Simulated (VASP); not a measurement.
Set up this calculation in VASP 6.6.1, as the native input.

* Task: single point
* Functional: PBEsol
* Potentials or basis: VASP PAW PBE potentials, release 64 (Ta_pv, Si)
* Cutoff: 520 eV
* k mesh: 9 × 9 × 6
* Occupations: gaussian, width 0.15 eV
* Spin: no spin polarisation
* Dipole correction: no
* Further INCAR settings: ALGO = Fast; EDIFF = 1e-06; NBANDS = 38

The structure of TaSi2 lies in POSCAR:

```
TaSi2
1.0
    4.7613605622      0.0000000000      0.0000000000
   -2.3806802811      4.1234592035      0.0000000000
    0.0000000000      0.0000000000      6.5581204410
Ta Si
3 6
Direct
    0.4550548636      0.0000000000     -0.0978939020
    0.5000000000      0.5000000000      0.6666666667
    0.0000000000      0.5000000000      0.3333333333
    0.1592624125      0.3185248251      0.0000000000
    0.8407375875      0.1592624125      0.6666666667
    0.6814751749      0.8407375875      0.3333333333
    0.8407375875      0.6814751749      0.0000000000
    0.1592624125      0.8407375875      0.6666666667
    0.3185248251      0.1592624125      0.3333333333
```

This cell differs from its parent crystal: atom 1 (Ta) moved by -0.214 Å along [1 0 0] and -0.642 Å along [0 0 1].

These files were run (other wordings do the same):

INCAR

```
SYSTEM = TaSi2
ALGO = Fast
EDIFF = 1E-6
ENCUT = 520
GGA = PS
ISIF = 2
ISMEAR = 0
LASPH = .True.
LCHARG = .False.
LREAL = .False.
LWAVE = .False.
NBANDS = 38
NELM = 60
PREC = Accurate
SIGMA = 0.15
```

KPOINTS

```
k-points
0
Gamma
  9 9 6
  0 0 0
```

Potentials or basis: VASP PAW PBE potentials, release 64 (Ta_pv, Si).

The run is started by

```console
$ cat potpaw_PBE.64/Ta_pv/POTCAR potpaw_PBE.64/Si/POTCAR > POTCAR
$ mpirun -np 1 vasp_std > vasp.out
```

It gave:

```
Pressure               : 17.6 GPa
Largest force          : 19.999 eV/Å
Band gap on the k mesh : zero (an odd number of electrons rules out a gap without spin polarisation)
```

Caveat: the cell differs from its parent crystal (atom 1 (Ta) moved by -0.214 Å along [1 0 0] and -0.642 Å along [0 0 1]); the cell stands under pressure; the PAW data sets were made with another functional, which shifts forces and pressure a little; spin-orbit coupling is left out, which moves the levels of the heavy elements.

Wall time 20 min on 1 thread of Oxide Virtual Turin-like Processor, with other jobs on the host, peak memory 0.87 GiB.
